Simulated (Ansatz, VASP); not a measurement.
# One calculation of MoS2, two programs

The input INCAR:

```
ALGO = Normal
EDIFF = 1E-6
EDIFFG = -0.01
ENCUT = 600
GGA = RE
IBRION = 2
ISIF = 3
ISMEAR = -1
LASPH = True
LCHARG = False
LREAL = False
LWAVE = False
NELM = 80
NSW = 60
PREC = Accurate
SIGMA = 0.05
```

KPOINTS

```
k-points
0
Gamma
  9 9 4
```

The input POSCAR:

```
MoS2
1.0
    3.2274645616      0.0000000000      0.0000000000
   -1.6137322808      2.7950663001      0.0000000000
    0.0000000000      0.0000000000      6.3124734200
Mo S
1 2
Direct
    0.0000000000      0.0000000000      0.5000000000
    0.6666666667      0.3333333333      0.7446806800
    0.3333333333      0.6666666667      0.2553193200
```

File input.yaml:

```yaml
crystal:
  lattice:
    - [3.2274645616, 0.0, 0.0]
    - [-1.6137322808, 2.7950663001, 0.0]
    - [0.0, 0.0, 6.31247342]
  atoms:
    - { symbol: Mo, position: [0.0, 0.0, 0.5] }
    - { symbol: S, position: [0.6666666667, 0.3333333333, 0.74468068] }
    - { symbol: S, position: [0.3333333333, 0.6666666667, 0.25531932] }
hamiltonian:
  xc: revpbe
  pseudopotentials: { kind: paw }
kpoints:
  mp_grid: { grid: [9, 9, 4] }
scf:
  occupations: { method: fermi_dirac, width: 0.05 }
output:
  forces: true
  stress: true
relax:
  f_tol: 0.01
  max_steps: 40
  cell: { stress_tol: 0.05 }
```

Alike in both runs: task relaxation of cell and atoms; functional revPBE; k mesh 9 × 9 × 4; occupations fermi-dirac, width 0.05 eV; no spin polarisation.

|  | VASP | Ansatz |
| --- | --- | --- |
| version | VASP 6.6.1 | Ansatz 0.2.0 |
| potentials or method | VASP PAW PBE potentials, release 64 (Mo_sv, S) | Ansatz PAW |
| plane-wave cutoff (eV) | 600 | 420 |
| valence electrons in the cell | 26 | 26 |

```tsv
	VASP	Ansatz	Ansatz less VASP
relaxed volume (Å³/atom)	23.42	26.15	+2.729
relaxed cell length with the largest relative difference (Å)	7.842	8.755	+0.9137
```

VASP's potentials were made for PBE, not for revPBE. One of these differences is far larger than is usual between the two programs; its cause wasn't traced.

Noted on VASP's run: the volume moved by over 15 % at a fixed basis, so the end points are rough. Noted on Ansatz's run: the volume moved by over 15 % at a fixed basis, so the end points are rough; the plane-wave basis is chosen anew once the cell has moved, so the energies of steps on either side of that aren't comparable.
